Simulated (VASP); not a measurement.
# ZnCu (Pm-3m) in VASP: a series of runs

The runs below take ZnCu through single point, relaxation of cell and atoms, with PBEsol.

All numbers are computed with VASP 6.6.1; they aren't measurements. Logs are shortened: lines on timing, memory, paths and dates and some standing lists are left out, and cuts for length are marked.

### 1 The cell of the first run

It takes space group Pm-3m (No. 221, cubic). The conventional cell has a = 2.908 Å, b = 2.908 Å, c = 2.908 Å, α = 90.00°, β = 90.00°, γ = 90.00°. Zn (site symmetry m-3m) has 8 Cu at 2.52 Å and 6 Zn at 2.91 Å within 3.3 Å. Within 3.3 Å of Cu (site symmetry m-3m) lie 8 Zn at 2.52 Å and 6 Cu at 2.91 Å.

### 2 Single point, PBEsol

INCAR

```
SYSTEM = ZnCu
ALGO = Normal
EDIFF = 1E-6
ENCUT = 520
GGA = PS
ISIF = 2
ISMEAR = 0
LASPH = .True.
LCHARG = .False.
LREAL = .False.
LWAVE = .False.
NBANDS = 18
NELM = 100
PREC = Accurate
SIGMA = 0.1
```

KPOINTS

```
k-points
0
Gamma
  14 14 14
  0 0 0
```

POSCAR

```
ZnCu
1.0
    2.9079621842      0.0000000000      0.0000000000
    0.0000000000      2.9079621842      0.0000000000
    0.0000000000      0.0000000000      2.9079621842
Zn Cu
1 1
Direct
    0.5000000000      0.5000000000      0.5000000000
    0.0000000000      0.0000000000      0.0000000000
```

Potentials or basis: VASP PAW PBE potentials, release 64 (Zn, Cu).

Run with:

```bash
$ cat potpaw_PBE.64/Zn/POTCAR potpaw_PBE.64/Cu/POTCAR > POTCAR
$ mpirun -np 1 vasp_std > vasp.out
```

OUTCAR:

```text
SYSTEM = ZnCu
   EDIFF = 1E-6
   ENCUT = 520
   GGA = PS
   ISIF = 2
   ISMEAR = 0
   LASPH = .True.
   LREAL = .False.
   NELM = 100
   PREC = Accurate

 ion  position               nearest neighbor table
   1  0.500  0.500  0.500-   2 2.52   2 2.52   2 2.52   2 2.52   2 2.52   2 2.52   2 2.52   2 2.52

   2  0.000  0.000  0.000-   1 2.52   1 2.52   1 2.52   1 2.52   1 2.52   1 2.52   1 2.52   1 2.52

  LATTYP: Found a simple cubic cell.
 ALAT       =     2.9079621842

  Lattice vectors:

 A1 = (   2.9079621842,   0.0000000000,   0.0000000000)
 A2 = (   0.0000000000,   2.9079621842,   0.0000000000)
 A3 = (   0.0000000000,   0.0000000000,   2.9079621842)

Analysis of symmetry for initial positions (statically):
=====================================================================
 Subroutine PRICEL returns:
 Original cell was already a primitive cell.

 Routine SETGRP: Setting up the symmetry group for a
 simple cubic supercell.

 Subroutine GETGRP returns: Found 48 space group operations
 (whereof 48 operations were pure point group operations)
 out of a pool of 48 trial point group operations.

The static configuration has the point symmetry O_h .

Analysis of symmetry for dynamics (positions and initial velocities):
=====================================================================
 Subroutine PRICEL returns:
 Original cell was already a primitive cell.

 Routine SETGRP: Setting up the symmetry group for a
 simple cubic supercell.

 Subroutine GETGRP returns: Found 48 space group operations
 (whereof 48 operations were pure point group operations)
 out of a pool of 48 trial point group operations.

The dynamic configuration has the point symmetry O_h .

 Subroutine INISYM returns: Found 48 space group operations
 (whereof 48 operations are pure point group operations),
 and found     1 'primitive' translations

----------------------------------------------------------------------------------------

                                     Primitive cell

  volume of cell :      24.5904

  direct lattice vectors                    reciprocal lattice vectors
     2.907962184  0.000000000  0.000000000     0.343883426  0.000000000  0.000000000
     0.000000000  2.907962184  0.000000000     0.000000000  0.343883426  0.000000000
     0.000000000  0.000000000  2.907962184     0.000000000  0.000000000  0.343883426

  length of vectors
     2.907962184  2.907962184  2.907962184     0.343883426  0.343883426  0.343883426

  position of ions in fractional coordinates (direct lattice)
     0.500000000  0.500000000  0.500000000
     0.000000000  0.000000000  0.000000000

  ion indices of the primitive-cell ions
   primitive index   ion index
                 1           1
                 2           2

----------------------------------------------------------------------------------------

 KPOINTS: k-points

Automatic generation of k-mesh.
 Grid dimensions read from file:
 generate k-points for:   14   14   14

 Generating k-lattice:

  Cartesian coordinates                     Fractional coordinates (reciprocal lattice)
     0.024563102  0.000000000  0.000000000     0.071428571  0.000000000  0.000000000
     0.000000000  0.024563102  0.000000000     0.000000000  0.071428571  0.000000000
     0.000000000  0.000000000  0.024563102     0.000000000  0.000000000  0.071428571

  Length of vectors
     0.024563102  0.024563102  0.024563102

  Shift w.r.t. Gamma in fractional coordinates (k-lattice)
     0.000000000  0.000000000  0.000000000

 Subroutine IBZKPT returns following result:
 ===========================================

 Found    120 irreducible k-points:

 Following reciprocal coordinates:
            Coordinates               Weight
  0.000000  0.000000  0.000000      1.000000
  0.071429  0.000000  0.000000      6.000000
  0.142857  0.000000  0.000000      6.000000
  0.214286  0.000000  0.000000      6.000000
  0.285714  0.000000  0.000000      6.000000
  0.357143  0.000000  0.000000      6.000000
[... 16 lines left out ...]
  0.285714  0.214286  0.000000     24.000000
  0.357143  0.214286  0.000000     24.000000
 [... further k-points ...]
   k-points           NKPTS =    120   k-points in BZ     NKDIM =    120   number of bands    NBANDS=     18
   number of dos      NEDOS =    301   number of ions     NIONS =      2
   total plane-waves  NPLWV =  13824
   dimension x,y,z NGX =    24 NGY =   24 NGZ =   24
   dimension x,y,z NGXF=    48 NGYF=   48 NGZF=   48
   ions per type =               1   1
   NGX,Y,Z   is equivalent  to a cutoff of  13.72, 13.72, 13.72 a.u.
   NGXF,Y,Z  is equivalent  to a cutoff of  27.44, 27.44, 27.44 a.u.
 SYSTEM =  ZnCu
   PREC   = accura    normal or accurate (medium, high low for compatibility)
   ISTART =      0    job   : 0-new  1-cont  2-samecut
   ICHARG =      2    charge: 1-file 2-atom 10-const
   ISPIN  =      1    spin polarized calculation?
   LNONCOLLINEAR =      F non collinear calculations
   LSORBIT =      F    spin-orbit coupling
   LASPH  =      T    aspherical Exc in radial PAW
   ENCUT  =  520.0 eV  38.22 Ry    6.18 a.u.   5.41  5.41  5.41*2*pi/ulx,y,z
   NELM   =    100;   NELMIN=  2; NELMDL= -5     # of ELM steps
   EDIFF  = 0.1E-05   stopping-criterion for ELM
   LREAL  =      F    real-space projection
   EDIFFG = 0.1E-04   stopping-criterion for IOM
   NSW    =      0    number of steps for IOM
   IBRION =     -1    ionic relax: 0-MD 1-quasi-New 2-CG
   NFREE  =      0    steps in history (QN), initial steepest desc. (CG)
   ISIF   =      2    stress and relaxation
   ISYM   =      2    0-nonsym 1-usesym 2-fastsym
   POTIM  = 0.5000    time-step for ionic-motion
   TEBEG  =    0.0;   TEEND  =   0.0 temperature during run
   PSTRESS=    0.0 pullay stress
   NELECT =      23.0000    total number of electrons
   NUPDOWN=      -1.0000    fix difference up-down
   EMIN   =  10.00;   EMAX   =-10.00  energy-range for DOS
   EFERMI =   0.00;   METHOD = LEGACY
   ISMEAR =     0;   SIGMA  =   0.10  broadening in eV -4-tet -1-fermi 0-gaus
   EFERMI_NEDOS =   21; number of points for ismear=-14 and -15
   IALGO  =     38    algorithm
   IMIX   =      4    mixing-type and parameters
     AMIX     =   0.40;   BMIX     =  1.00
     AMIX_MAG =   1.60;   BMIX_MAG =  1.00
  volume/ion in A,a.u.               =      12.30        82.97
  Fermi-wavevector in a.u.,A,eV,Ry     =   1.601015  3.025479 34.875113  2.563248
  Thomas-Fermi vector in A             =   2.698060
   LORBIT       =      0    0 simple, 1 ext, 2 COOP (PROOUT), +10 PAW based schemes
   GGA     = PS    functional components
   LHFCALC =     F    Hartree Fock is set to
   AEXX    =    0.0000 exact exchange contribution
   IVDW    =     0    specifies the selected vdW correction
   LEPSILON=     F    determine dielectric tensor
   LRPA    =     F    only Hartree local field effects (RPA)
 non-spin polarized calculation
 Gauss-broadening in eV      SIGMA  =   0.10
  energy-cutoff  :      520.00
  volume of cell :       24.59
 maximum number of plane-waves:       691
 NGX is ok and might be reduce to    24
   NGX = 11   NGY = 11   NGZ = 11

 number of electron      22.9999984 magnetization

 Free energy of the ion-electron system (eV)
  ---------------------------------------------------
  ext. energy  EPLUGINS =         0.00000000
  ---------------------------------------------------
  free energy    TOTEN  =        -6.09927075 eV

  energy without entropy =       -6.09784202  energy(sigma->0) =       -6.09855639

 E-fermi :   5.7417     XC(G=0): -12.7812

 val. band max:        5.6153956717   @ k =   0.5000   0.5000   0.2143
 cond. band min:       5.7560144625   @ k =   0.4286   0.3571   0.2143
 fundamental gap:      0.1406187908
 Fermi energy:         5.7417245370

 k-point     1 :       0.0000    0.0000    0.0000
  band No.  band energies     occupation
      1      -4.9340      2.00000
      2      -2.2229      2.00000
      3      -2.2229      2.00000
      4      -1.4591      2.00000
      5      -1.4591      2.00000
      6      -1.4591      2.00000
[... 10 lines left out ...]
     17      18.6009      0.00000
     18      29.5484      0.00000

 k-point     2 :       0.0714    0.0000    0.0000
  band No.  band energies     occupation
      1      -4.8390      2.00000
      2      -2.2106      2.00000
      3      -2.2014      2.00000
      4      -1.4678      2.00000
      5      -1.4678      2.00000
      6      -1.4545      2.00000
[... 10 lines left out ...]
     17      19.1739      0.00000
     18      28.4755      0.00000

 k-point     3 :       0.1429    0.0000    0.0000
  band No.  band energies     occupation
      1      -4.5572      2.00000
      2      -2.1760      2.00000
      3      -2.1392      2.00000
      4      -1.4921      2.00000
      5      -1.4921      2.00000
      6      -1.4414      2.00000
[... 10 lines left out ...]
     17      21.1743      0.00000
     18      26.7651      0.00000

 k-point     4 :       0.2143    0.0000    0.0000
  band No.  band energies     occupation
      1      -4.0998      2.00000
      2      -2.1252      2.00000
      3      -2.0402      2.00000
      4      -1.5271      2.00000
      5      -1.5271      2.00000
      6      -1.4224      2.00000
[... 10 lines left out ...]
     17      23.8271      0.00000
     18      25.0874      0.00000

 k-point     5 :       0.2857    0.0000    0.0000
  band No.  band energies     occupation
      1      -3.4980      2.00000
      2      -2.0676      2.00000
      3      -1.8991      2.00000
      4      -1.5657      2.00000
      5      -1.5657      2.00000
      6      -1.4011      2.00000
[... 10 lines left out ...]
     17      23.1379      0.00000
     18      23.1385      0.00000

 k-point     6 :       0.3571    0.0000    0.0000
  band No.  band energies     occupation
      1      -2.8489      2.00000
      2      -2.0144      2.00000
      3      -1.6581      2.00000
      4      -1.6003      2.00000
      5      -1.6003      2.00000
      6      -1.3817      2.00000
[... 10 lines left out ...]
     17      21.3295      0.00000
     18      21.3295      0.00000

 k-point     7 :       0.4286    0.0000    0.0000
  band No.  band energies     occupation
      1      -2.4042      2.00000
      2      -1.9769      2.00000
      3      -1.6242      2.00000
      4      -1.6242      2.00000
      5      -1.3681      2.00000
      6      -1.1439      2.00000
[... 10 lines left out ...]
     17      19.6500      0.00000
     18      19.9140      0.00000

 k-point     8 :       0.5000    0.0000    0.0000
  band No.  band energies     occupation
      1      -2.2811      2.00000
      2      -1.9634      2.00000
      3      -1.6327      2.00000
      4      -1.6327      2.00000
      5      -1.3633      2.00000
      6      -0.6306      2.00000
[... 10 lines left out ...]
     17      19.4255      0.00000
     18      20.5463      0.00000
[... 229 lines left out ...]
     17      21.6250      0.00000
     18      22.6306      0.00000

 k-point    20 :       0.4286    0.1429    0.0000
  band No.  band energies     occupation
      1      -2.2677      2.00000
      2      -1.9373      2.00000
      3      -1.8460      2.00000
      4      -1.6458      2.00000
      5      -1.4442      2.00000
      6      -0.7026      2.00000
[... 10 lines left out ...]
     17      19.9801      0.00000
     18      21.6669      0.00000

 k-point    21 :       0.5000    0.1429    0.0000
  band No.  band energies     occupation
      1      -2.1596      2.00000
      2      -1.9074      2.00000
      3      -1.8819      2.00000
      4      -1.6550      2.00000
      5      -1.4432      2.00000
      6      -0.0499      2.00000
[... 10 lines left out ...]
     17      20.1533      0.00000
     18      20.9975      0.00000

 k-point    22 :       0.2143    0.2143    0.0000
  band No.  band energies     occupation
      1      -3.3441      2.00000
      2      -2.0374      2.00000
      3      -1.8884      2.00000
      4      -1.5685      2.00000
      5      -1.5542      2.00000
      6      -1.4801      2.00000
[... 10 lines left out ...]
     17      23.6857      0.00000
     18      24.9672      0.00000

 k-point    23 :       0.2857    0.2143    0.0000
  band No.  band energies     occupation
      1      -2.8603      2.00000
      2      -2.0130      2.00000
      3      -1.7884      2.00000
      4      -1.6046      2.00000
      5      -1.5003      2.00000
      6      -1.4514      2.00000
[... 10 lines left out ...]
     17      23.6151      0.00000
     18      23.9643      0.00000

 k-point    24 :       0.3571    0.2143    0.0000
  band No.  band energies     occupation
      1      -2.4501      2.00000
      2      -2.0118      2.00000
      3      -1.7406      2.00000
      4      -1.6418      2.00000
      5      -1.5137      2.00000
      6      -1.0535      2.00000
[... 10 lines left out ...]
     17      21.9468      0.00000
     18      22.8343      0.00000

 [... further k-points ...]
[... 5 lines left out ...]
  --------------------------------------------------------------------------------------
  -------------------------------------------------------------------------------------
  Total        0.1083864      0.1083864      0.1083864      0.0000000     -0.0000000     -0.0000000
  in kB        7.0618606      7.0618606      7.0618606      0.0000000     -0.0000000     -0.0000000
  external PRESSURE =       7.0618606 kB  Pullay stress =       0.0000000 kB

 VOLUME and BASIS-vectors are now :
 -----------------------------------------------------------------------------
  energy-cutoff  :      520.00
  volume of cell :       24.59
      direct lattice vectors                 reciprocal lattice vectors
     2.907962184  0.000000000  0.000000000     0.343883426  0.000000000  0.000000000
     0.000000000  2.907962184  0.000000000     0.000000000  0.343883426  0.000000000
     0.000000000  0.000000000  2.907962184     0.000000000  0.000000000  0.343883426

 POSITION                                       TOTAL-FORCE (eV/Angst)
 -----------------------------------------------------------------------------------
      1.45398      1.45398      1.45398         0.000000      0.000000      0.000000
      0.00000      0.00000      0.00000         0.000000      0.000000      0.000000
 -----------------------------------------------------------------------------------
    total drift:                                0.000000      0.000000     -0.000000

  FREE ENERGIE OF THE ION-ELECTRON SYSTEM (eV)
  ---------------------------------------------------
  free  energy   TOTEN  =        -6.0992707480 eV

  energy  without entropy=       -6.0978420223  energy(sigma->0) =       -6.09855639
```

It took 26 s on 1 thread of Intel Xeon Platinum 8259CL at 2.50GHz (Skylake/Cascade Lake), shared host; peak memory 0.18 GiB.

Results:

```yaml
Free_energy: -6.0993 eV
Pressure: 0.7 GPa
Band_gap_on_the_k_mesh: zero (an odd number of electrons rules out a gap without spin polarisation)
```

Levels at points of the mesh, in eV from the Fermi level:
| k point | band 8 | band 9 | band 10 | band 11 | band 12 | band 13 | band 14 | band 15 | band 16 | band 17 |
| --- | --- | --- | --- | --- | --- | --- | --- | --- | --- | --- |
| (0.00, 0.00, 0.00) | -3.69 | -2.81 | -2.81 | -2.81 | 6.32 | 6.32 | 6.32 | 11.49 | 11.49 | 12.86 |
| (0.50, 0.00, 0.00) | -3.84 | -3.40 | -3.40 | -2.89 | -2.05 | 12.00 | 12.00 | 12.62 | 12.62 | 13.68 |
| (0.50, 0.50, 0.00) | -2.95 | -2.95 | -2.56 | -2.04 | -2.04 | 1.91 | 2.23 | 14.29 | 15.81 | 15.81 |
| (0.50, 0.50, 0.50) | -4.48 | -2.54 | -2.54 | 4.09 | 4.40 | 4.40 | 4.40 | 4.61 | 4.61 | 4.61 |

Caveat: the PAW data sets were made with another functional, which shifts forces and pressure a little.

### 3 Relaxation of cell and atoms, PBEsol

This run uses another cell than the first one, of 13.01 Å³/atom.

INCAR

```
SYSTEM = ZnCu
ALGO = Fast ; EDIFF = 1E-6
EDIFFG = -0.005 ; ENCUT = 600
GGA = PS ; IBRION = 2
ISIF = 3 ; ISMEAR = 0
LASPH = .True. ; LCHARG = .False.
LREAL = .False. ; LWAVE = .False.
NELM = 100 ; NSW = 70
PREC = Accurate ; SIGMA = 0.1
```

KPOINTS is that of step 2.

POSCAR

```
ZnCu
1.0
    2.9631826013      0.0000000000      0.0000000000
    0.0000000000      2.9631826013      0.0000000000
    0.0000000000      0.0000000000      2.9631826013
Zn Cu
1 1
Direct
    0.5000000000      0.5000000000      0.5000000000
    0.0000000000      0.0000000000      0.0000000000
```

Potentials or basis: VASP PAW PBE potentials, release 64 (Zn, Cu).

Run with:

```bash
$ cat potpaw_PBE.64/Zn/POTCAR potpaw_PBE.64/Cu/POTCAR > POTCAR
$ mpirun -np 1 vasp_std > vasp.out
```

Run time: 2.9 min. Hardware: 1 thread of Intel Xeon Platinum 8259CL at 2.50GHz (Skylake/Cascade Lake), shared host; peak memory 0.19 GiB.

Results (log left out):

* Free energy: -6.1001 eV
* Relaxed volume: 12.36 Å³/atom
* Relaxed cell: a = 2.913 Å, b = 2.913 Å, c = 2.913 Å, α = 90.00°, β = 90.00°, γ = 90.00°
* Space group after relaxing (to 0.1 Å): Pm-3m (No. 221)
* Energy gained by relaxing: 13.1 meV/atom
* Ionic steps: 8
* Pressure after relaxing: 0.1 GPa
* Band gap on the k mesh: zero (an odd number of electrons rules out a gap without spin polarisation)

Step by step:
| step | energy change (eV) | largest force (eV/Å) | pressure (GPa) | volume (Å³) |
| --- | --- | --- | --- | --- |
| 1 | 0.0000 | 0.0000 | -6.04 | 26.02 |
| 2 | -0.0219 | 0.0000 | 3.03 | 24.21 |
| 3 | -0.0263 | 0.0000 | 0.44 | 24.71 |
| 4 | -0.0262 | 0.0000 | -0.87 | 24.79 |
| 5 | -0.0263 | 0.0000 | 0.07 | 24.74 |
| 6 | -0.0262 | 0.0000 | -0.51 | 24.76 |
| 7 | -0.0263 | 0.0000 | -0.70 | 24.75 |
| 8 | -0.0263 | 0.0000 | 0.06 | 24.72 |

Final structure:
```xyz
2
Lattice="2.9130 0.0000 0.0000 0.0000 2.9130 0.0000 0.0000 0.0000 2.9130" Properties=species:S:1:pos:R:3 pbc="T T T"
Zn    1.4565    1.4565    1.4565
Cu    0.0000    0.0000    0.0000
```

Levels at points of the mesh, in eV from the Fermi level:
```csv
k point,band 8,band 9,band 10,band 11,band 12,band 13,band 14,band 15
"(0.00, 0.00, 0.00)",-3.67,-2.80,-2.80,-2.80,6.30,6.30,6.30,11.46
"(0.50, 0.00, 0.00)",-3.82,-3.38,-3.38,-2.88,-2.04,11.96,11.96,12.57
"(0.50, 0.50, 0.00)",-2.94,-2.94,-2.55,-2.03,-2.03,1.88,2.21,14.24
"(0.50, 0.50, 0.50)",-4.45,-2.53,-2.53,4.05,4.39,4.39,4.39,4.60
```

Caveat: the PAW data sets were made with another functional, which shifts forces and pressure a little.
